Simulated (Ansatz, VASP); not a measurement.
One calculation of ScAl3, two programs

```xyz
4
Lattice="3.9990 0.0000 0.0000 0.0000 3.9990 0.0000 0.0000 0.0000 3.9990" Properties=species:S:1:pos:R:3 pbc="T T T"
Sc    0.0000    0.0000    0.0000
Al    1.9995    1.9995    0.0000
Al    1.9995    0.0000    1.9995
Al    0.0000    1.9995    1.9995
```

Alike in both runs: task relaxation of cell and atoms; functional PBEsol; k mesh 10 × 10 × 10; occupations gaussian, width 0.1 eV; no spin polarisation.

```csv
,VASP,Ansatz
version,VASP 6.6.1,Ansatz 0.2.0
potentials or method,"VASP PAW PBE potentials, release 64 (Sc_sv, Al), cutoff 600 eV","scalar-relativistic, plane waves, PAW"
valence electrons in the cell,20,20
```

|  | VASP | Ansatz | Ansatz less VASP |
| --- | --- | --- | --- |
| gap on the k mesh at the Fermi level, each at its own relaxed structure (eV) | none | none | - |
| relaxed volume (Å³/atom) | 16.89 | 16.86 | -0.032 |
| relaxed length of the cell vector where the two differ most in proportion (Å) | 4.073 | 4.070 | -0.0026 |

VASP's potentials were made for PBE, not for PBEsol. A gap of «none» marks a metal or a gap that the smearing closes.
